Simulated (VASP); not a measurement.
# TaN (P-62m) in VASP: notebook

Runs on TaN. Level: r2SCAN+D3(BJ). Tasks: single point.

All numbers are computed with VASP 6.6.1; they aren't measurements. Logs are shortened: lines on timing, memory, paths and dates and some standing lists are left out, and cuts for length are marked.

### 1 The cell of the first run

It takes space group P-62m (No. 189, hexagonal). Conventional cell: a = 5.126 Å, b = 5.126 Å, c = 2.872 Å, α = 90.00°, β = 90.00°, γ = 120.00°. Within 3.0 Å of Ta (site symmetry -6) lie 6 N at 2.13 Å and 5 Ta at 2.87 to 2.96 Å. Ta (site symmetry -62m) has 3 N at 2.01 Å within 2.7 Å. Within 2.9 Å of N (site symmetry m2m) lie 5 Ta at 2.01 to 2.13 Å and 6 N at 2.73 to 2.87 Å.

### 2 Single point, r2SCAN+D3(BJ)

POSCAR reads:

```
TaN
1.0
    5.1257751753      0.0000000000      0.0000000000
   -2.5628875876      4.4390515178      0.0000000000
    0.0000000000      0.0000000000      2.8716573394
Ta N
3 3
Direct
    0.3333333333      0.6666666667      0.5000000000
    0.6666666667      0.3333333333      0.5000000000
    0.0000000000      0.0000000000      0.0000000000
    0.3928500000      0.0000000000      0.0000000000
    0.6071500000      0.6071500000      0.0000000000
    0.0000000000      0.3928500000      0.0000000000
```

INCAR.step1 reads:

```
PREC = Accurate ; ENCUT = 520
ISMEAR = -1 ; SIGMA = 0.1
LREAL = False ; LASPH = True
NELM = 60 ; NBANDS = 33
GGA = PE ; ALGO = Normal
EDIFF = 1E-4 ; LWAVE = True
LCHARG = False
```

INCAR.step2 reads:

```
PREC = Accurate ; ENCUT = 520
EDIFF = 1E-6 ; ISMEAR = -1
SIGMA = 0.1 ; LREAL = False
LASPH = True ; NELM = 60
ALGO = Normal ; ISIF = 2
LWAVE = False ; LCHARG = False
METAGGA = R2SCAN ; LMIXTAU = True
IVDW = 12 ; VDW_S6 = 1.0
VDW_S8 = 0.78981345 ; VDW_A1 = 0.49484001
VDW_A2 = 5.73083694 ; NBANDS = 33
ISTART = 1
```

KPOINTS reads:

```
regular mesh
0
Gamma
  5 5 8
```

Potentials or basis: VASP PAW PBE potentials, release 64 (Ta_pv, N).

Command:

```console
$ cat potpaw_PBE.64/Ta_pv/POTCAR potpaw_PBE.64/N/POTCAR > POTCAR
$ cp INCAR.step1 INCAR
$ mpirun -np 1 vasp_std > vasp.out
$ cp INCAR.step2 INCAR
$ mpirun -np 1 vasp_std > vasp.out
```

OUTCAR:

```text
PREC = Accurate
   ENCUT = 520
   EDIFF = 1E-6
   ISMEAR = -1
   LREAL = False
   LASPH = True
   NELM = 60
   ISIF = 2
   METAGGA = R2SCAN
   IVDW = 12
   ISTART = 1
 IVDW          = 12

 ion  position               nearest neighbor table
   1  0.333  0.667  0.500-   5 2.13   5 2.13   6 2.13   6 2.13   4 2.13   4 2.13   2 2.96   2 2.96
                             2 2.96   3 3.29   3 3.29   3 3.29   3 3.29   3 3.29   3 3.29
   2  0.667  0.333  0.500-   6 2.13   6 2.13   4 2.13   4 2.13   5 2.13   5 2.13   1 2.96   1 2.96
                             1 2.96   3 3.29   3 3.29   3 3.29   3 3.29   3 3.29   3 3.29
   3  0.000  0.000  0.000-   4 2.01   6 2.01   5 2.01   2 3.29   1 3.29   1 3.29   2 3.29   2 3.29
                             2 3.29   1 3.29   1 3.29   2 3.29   2 3.29   1 3.29   1 3.29
   4  0.393  0.000  0.000-   3 2.01   1 2.13   1 2.13   2 2.13   2 2.13
   5  0.607  0.607  0.000-   3 2.01   1 2.13   1 2.13   2 2.13   2 2.13
   6  0.000  0.393  0.000-   3 2.01   2 2.13   2 2.13   1 2.13   1 2.13

  LATTYP: Found a hexagonal cell.
 ALAT       =     5.1257751753
 C/A-ratio  =     0.5602386451

  Lattice vectors:

 A1 = (   5.1257751753,   0.0000000000,   0.0000000000)
 A2 = (  -2.5628875876,   4.4390515178,   0.0000000000)
 A3 = (   0.0000000000,   0.0000000000,   2.8716573394)

Analysis of symmetry for initial positions (statically):
=====================================================================
 Subroutine PRICEL returns:
 Original cell was already a primitive cell.

 Routine SETGRP: Setting up the symmetry group for a
 hexagonal supercell.

 Subroutine GETGRP returns: Found 12 space group operations
 (whereof 12 operations were pure point group operations)
 out of a pool of 24 trial point group operations.

The static configuration has the point symmetry D_3h.

Analysis of symmetry for dynamics (positions and initial velocities):
=====================================================================
 Subroutine PRICEL returns:
 Original cell was already a primitive cell.

 Routine SETGRP: Setting up the symmetry group for a
 hexagonal supercell.

 Subroutine GETGRP returns: Found 12 space group operations
 (whereof 12 operations were pure point group operations)
 out of a pool of 24 trial point group operations.

The dynamic configuration has the point symmetry D_3h.

 Subroutine INISYM returns: Found 12 space group operations
 (whereof 12 operations are pure point group operations),
 and found     1 'primitive' translations

----------------------------------------------------------------------------------------

                                     Primitive cell

  volume of cell :      65.3405

  direct lattice vectors                    reciprocal lattice vectors
     5.125775175  0.000000000  0.000000000     0.195092443  0.112636674  0.000000000
    -2.562887588  4.439051518  0.000000000     0.000000000  0.225273349  0.000000000
     0.000000000  0.000000000  2.871657339     0.000000000  0.000000000  0.348230963

  length of vectors
     5.125775175  5.125775177  2.871657339     0.225273349  0.225273349  0.348230963

  position of ions in fractional coordinates (direct lattice)
     0.333333333  0.666666667  0.500000000
     0.666666667  0.333333333  0.500000000
     0.000000000  0.000000000  0.000000000
     0.392850000  0.000000000  0.000000000
     0.607150000  0.607150000  0.000000000
     0.000000000  0.392850000  0.000000000

  ion indices of the primitive-cell ions
   primitive index   ion index
                 1           1
                 2           2
                 3           3
                 4           4
                 5           5
                 6           6

----------------------------------------------------------------------------------------

 KPOINTS: regular mesh

Automatic generation of k-mesh.
 Grid dimensions read from file:
 generate k-points for:    5    5    8

 Generating k-lattice:

  Cartesian coordinates                     Fractional coordinates (reciprocal lattice)
     0.039018489  0.022527335  0.000000000     0.200000000  0.000000000  0.000000000
     0.000000000  0.045054670  0.000000000     0.000000000  0.200000000  0.000000000
     0.000000000  0.000000000  0.043528870     0.000000000  0.000000000  0.125000000

  Length of vectors
     0.045054670  0.045054670  0.043528870

  Shift w.r.t. Gamma in fractional coordinates (k-lattice)
     0.000000000  0.000000000  0.000000000

 Subroutine IBZKPT returns following result:
 ===========================================

 Found     25 irreducible k-points:

 Following reciprocal coordinates:
            Coordinates               Weight
  0.000000  0.000000  0.000000      1.000000
  0.200000  0.000000  0.000000      6.000000
  0.400000 -0.000000  0.000000      6.000000
  0.200000  0.200000  0.000000      6.000000
  0.400000  0.200000  0.000000      6.000000
  0.000000  0.000000  0.125000      2.000000
[... 16 lines left out ...]
  0.400000 -0.000000  0.500000      6.000000
  0.200000  0.200000  0.500000      6.000000
   k-points           NKPTS =     25   k-points in BZ     NKDIM =     25   number of bands    NBANDS=     33
   number of dos      NEDOS =    301   number of ions     NIONS =      6
   total plane-waves  NPLWV =  38400
   dimension x,y,z NGX =    40 NGY =   40 NGZ =   24
   dimension x,y,z NGXF=    80 NGYF=   80 NGZF=   48
   ions per type =               3   3
   NGX,Y,Z   is equivalent  to a cutoff of  12.97, 12.97, 13.89 a.u.
   NGXF,Y,Z  is equivalent  to a cutoff of  25.95, 25.95, 27.79 a.u.
 SYSTEM =  unknown system
   PREC   = accura    normal or accurate (medium, high low for compatibility)
   ISTART =      1    job   : 0-new  1-cont  2-samecut
   ICHARG =      0    charge: 1-file 2-atom 10-const
   ISPIN  =      1    spin polarized calculation?
   LNONCOLLINEAR =      F non collinear calculations
   LSORBIT =      F    spin-orbit coupling
   LASPH  =      T    aspherical Exc in radial PAW
   ENCUT  =  520.0 eV  38.22 Ry    6.18 a.u.   9.53  9.53  5.34*2*pi/ulx,y,z
   NELM   =     60;   NELMIN=  2; NELMDL=  0     # of ELM steps
   EDIFF  = 0.1E-05   stopping-criterion for ELM
   LREAL  =      F    real-space projection
   EDIFFG = 0.1E-04   stopping-criterion for IOM
   NSW    =      0    number of steps for IOM
   IBRION =     -1    ionic relax: 0-MD 1-quasi-New 2-CG
   NFREE  =      0    steps in history (QN), initial steepest desc. (CG)
   ISIF   =      2    stress and relaxation
   ISYM   =      2    0-nonsym 1-usesym 2-fastsym
   POTIM  = 0.5000    time-step for ionic-motion
   TEBEG  =    0.0;   TEEND  =   0.0 temperature during run
   PSTRESS=    0.0 pullay stress
   NELECT =      48.0000    total number of electrons
   NUPDOWN=      -1.0000    fix difference up-down
   EMIN   =  10.00;   EMAX   =-10.00  energy-range for DOS
   EFERMI =   0.00;   METHOD = LEGACY
   ISMEAR =    -1;   SIGMA  =   0.10  broadening in eV -4-tet -1-fermi 0-gaus
   EFERMI_NEDOS =   21; number of points for ismear=-14 and -15
   IALGO  =     38    algorithm
   IMIX   =      4    mixing-type and parameters
     AMIX     =   0.40;   BMIX     =  1.00
     AMIX_MAG =   1.60;   BMIX_MAG =  1.00
  volume/ion in A,a.u.               =      10.89        73.49
  Fermi-wavevector in a.u.,A,eV,Ry     =   1.477161  2.791429 29.687970  2.182004
  Thomas-Fermi vector in A             =   2.591599
   LORBIT       =      0    0 simple, 1 ext, 2 COOP (PROOUT), +10 PAW based schemes
   METAGGA = R2SCAN    functional components
   LHFCALC =     F    Hartree Fock is set to
   AEXX    =    0.0000 exact exchange contribution
   IVDW    =    12    specifies the selected vdW correction
   LEPSILON=     F    determine dielectric tensor
   LRPA    =     F    only Hartree local field effects (RPA)
 non-spin polarized calculation
  energy-cutoff  :      520.00
  volume of cell :       65.34
 maximum number of plane-waves:      1777
 NGX is ok and might be reduce to    40
   NGX = 19   NGY = 19   NGZ = 11

 number of electron      47.9999997 magnetization

 Free energy of the ion-electron system (eV)
  ---------------------------------------------------
  ext. energy  EPLUGINS =         0.00000000
  ---------------------------------------------------
  free energy    TOTEN  =      -181.15028790 eV

  energy without entropy =     -181.12497087  energy(sigma->0) =     -181.13762938

 E-fermi :   8.9320     XC(G=0): -14.2383

 val. band max:        8.7531028052   @ k =   0.2000   0.0000   0.1250
 cond. band min:       9.0228941717   @ k =   0.2000   0.0000   0.3750
 fundamental gap:      0.2697913665
 Fermi energy:         8.9319984165

 k-point     1 :       0.0000    0.0000    0.0000
  band No.  band energies     occupation
      1     -28.8213      2.00000
      2     -28.8213      2.00000
      3     -28.4054      2.00000
      4     -28.4054      2.00000
      5     -28.1852      2.00000
      6     -28.0525      2.00000
[... 25 lines left out ...]
     32      12.3374      0.00000
     33      12.3374      0.00000

 k-point     2 :       0.2000    0.0000    0.0000
  band No.  band energies     occupation
      1     -28.8596      2.00000
      2     -28.8081      2.00000
      3     -28.3734      2.00000
      4     -28.3538      2.00000
      5     -28.1733      2.00000
      6     -28.0634      2.00000
[... 25 lines left out ...]
     32      12.6444      0.00000
     33      12.6511      0.00000
[... 754 lines left out ...]
     32      14.3757      0.00000
     33      14.6857      0.00000

 k-point    24 :       0.2000    0.2000    0.5000
  band No.  band energies     occupation
      1     -29.1576      2.00000
      2     -29.0084      2.00000
      3     -28.6796      2.00000
      4     -28.5422      2.00000
      5     -28.3038      2.00000
      6     -28.1503      2.00000
[... 25 lines left out ...]
     32      14.2150      0.00000
     33      14.6440      0.00000

 [... further k-points ...]

------------------------ aborting loop because EDIFF is reached ----------------------------------------

 Edisp (eV)   -1.30692

 E8    (eV) :    -0.4850

  FORCE on cell =-STRESS in cart. coord.  units (eV):
  Direction    XX          YY          ZZ          XY          YZ          ZX
  --------------------------------------------------------------------------------------
  -------------------------------------------------------------------------------------
  Total       5.74876     5.74876     5.55627     0.00000     0.00000     0.00000
  in kB     140.96212   140.96212   136.24226     0.00000     0.00000     0.00000
  external pressure =      139.39 kB  Pullay stress =        0.00 kB

 VOLUME and BASIS-vectors are now :
 -----------------------------------------------------------------------------
  energy-cutoff  :      520.00
  volume of cell :       65.34
      direct lattice vectors                 reciprocal lattice vectors
     5.125775175  0.000000000  0.000000000     0.195092443  0.112636674  0.000000000
    -2.562887588  4.439051518  0.000000000     0.000000000  0.225273349  0.000000000
     0.000000000  0.000000000  2.871657339     0.000000000  0.000000000  0.348230963

 POSITION                                       TOTAL-FORCE (eV/Angst)
 -----------------------------------------------------------------------------------
     -0.00000      2.95937      1.43583         0.000000      0.000000      0.000000
      2.56289      1.47968      1.43583         0.000000     -0.000000      0.000000
      0.00000      0.00000      0.00000         0.000000      0.000000      0.000000
      2.01366      0.00000      0.00000         0.126765      0.000000     -0.000000
      1.55606      2.69517      0.00000        -0.063383     -0.109782      0.000000
     -1.00683      1.74388      0.00000        -0.063383      0.109782      0.000000
 -----------------------------------------------------------------------------------
    total drift:                                0.000004      0.000006      0.000000

  FREE ENERGIE OF THE ION-ELECTRON SYSTEM (eV)
  ---------------------------------------------------
  free  energy   TOTEN  =      -182.4572074516 eV

  energy  without entropy=     -182.4318904226  energy(sigma->0) =     -182.44454894
```

Run time: 2.5 min. Hardware: 1 thread of AMD EPYC 9R45 (Zen 5), shared host; peak memory 0.2 GiB.

What came out:

- Free energy: -182.4572 eV
- Pressure: 13.9 GPa
- Largest force: 0.127 eV/Å
- Band gap on the k mesh: zero (bands 24 and 25 overlap by 3.36 eV)
- Dispersion energy per atom: -0.218 eV

Forces in eV/Å, atoms in the order of the input:
```
Ta   0.000  0.000  0.000
Ta   0.000  0.000  0.000
Ta   0.000  0.000  0.000
N    0.127  0.000  0.000
N   -0.063 -0.110  0.000
N   -0.063  0.110  0.000
```

Caveat: three body term missing; the cell stands under pressure; the PAW data sets were made with another functional, which shifts forces and pressure a little; spin-orbit coupling is left out, which moves the levels of the heavy elements.

(Continued in part 2 of 2.)
